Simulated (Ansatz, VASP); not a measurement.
# CoSn: VASP beside Ansatz

```
CELL_PARAMETERS angstrom
5.24604 0.00000 0.00000
-2.62302 4.54320 0.00000
0.00000 0.00000 4.18759
ATOMIC_POSITIONS crystal
Sn 0.00000 0.00000 0.00000
Sn 0.33333 0.66667 0.50000
Sn 0.66667 0.33333 0.50000
Co 0.50000 0.00000 0.00000
Co 0.50000 0.50000 0.00000
Co 0.00000 0.50000 0.00000
```

Alike in both runs: task single point; functional PBEsol; k mesh 5 × 5 × 6; occupations fermi-dirac, width 0.05 eV; collinear spin; fixed moment 1.5 μB.

|  | VASP | Ansatz |
| --- | --- | --- |
| version | VASP 6.6.1 | Ansatz 0.2.0 |
| potentials or method | VASP PAW PBE potentials, release 64 (Sn_d, Co) | Ansatz PAW |
| plane-wave cutoff (eV) | 520 | 420 |
| valence electrons in the cell | 69 | 93 |

|  | VASP | Ansatz | Ansatz less VASP |
| --- | --- | --- | --- |
| pressure (GPa) | -1.3 | -1.2 | +0.04 |
| traceless stress, the component that is largest in VASP (GPa) | 0.99 | 1.08 | +0.098 |
| net moment per atom (μB) | 0.25 | 0.25 | 0.000 |
| size of the moment on the site where the two differ most (μB) | 0.48 | 0.48 | +0.004 |

VASP's potentials were made for PBE, not for PBEsol. Site moments also hang on the region over which each program counts them. VASP's potentials hold 69 valence electrons a cell and Ansatz's 93, so a difference there can come from the potentials and not from the codes.
